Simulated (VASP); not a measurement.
Input of a VASP 6.6.1 run:

Contents of POSCAR:

```
Cu
1.0
    0.0000000000      1.8074800000      1.8074800000
    1.8074800000      0.0000000000      1.8074800000
    1.8074800000      1.8074800000      0.0000000000
Cu
1
Direct
    0.0000000000      0.0000000000      0.0000000000
```

INCAR.step1

```
SYSTEM = Cu
PREC = Accurate
ENCUT = 600
ISMEAR = -1
SIGMA = 0.05
LREAL = .False.
LASPH = .True.
NELM = 80
GGA = PE
ALGO = Normal
EDIFF = 1E-4
LWAVE = .True.
LCHARG = .False.
```

INCAR.step2

```
SYSTEM = Cu
PREC = Accurate
ENCUT = 600
EDIFF = 1E-7
ISMEAR = -1
SIGMA = 0.05
LREAL = .False.
LASPH = .True.
NELM = 80
ALGO = Normal
ISIF = 3
LWAVE = .False.
LCHARG = .False.
METAGGA = R2SCAN
LMIXTAU = .True.
IBRION = 2
NSW = 80
EDIFFG = -0.01
ISTART = 1
```

The input KPOINTS:

```
regular mesh
0
Gamma
  18 18 18
  0 0 0
```

Potentials or basis: VASP PAW PBE potentials, release 64 (Cu).

Command:

```bash
$ cat potpaw_PBE.64/Cu/POTCAR > POTCAR
$ cp INCAR.step1 INCAR
$ mpirun -np 1 vasp_std > vasp.out
$ cp INCAR.step2 INCAR
$ mpirun -np 1 vasp_std > vasp.out
```

Problem. What does it give for the relaxed cell?

Solution. a = 2.533 Å, b = 2.533 Å, c = 2.533 Å, α = 60.00°, β = 60.00°, γ = 60.00°.

Problem. Estimate the relaxed volume.

Solution. 11.50 Å³/atom.

Problem. What does it give for the space group after relaxing (to 0.05 Å)?

Solution. Fm-3m (No. 225).

Step by step:
| step | energy change (eV) | largest force (eV/Å) | pressure (GPa) | volume (Å³) |
| --- | --- | --- | --- | --- |
| 1 | 0.0000 | 0.0000 | -4.12 | 11.81 |
| 2 | -0.0024 | 0.0000 | 2.74 | 11.30 |
| 3 | -0.0041 | 0.0000 | -0.03 | 11.50 |

Caveat: the PAW data sets were made with another functional, which shifts forces and pressure a little.
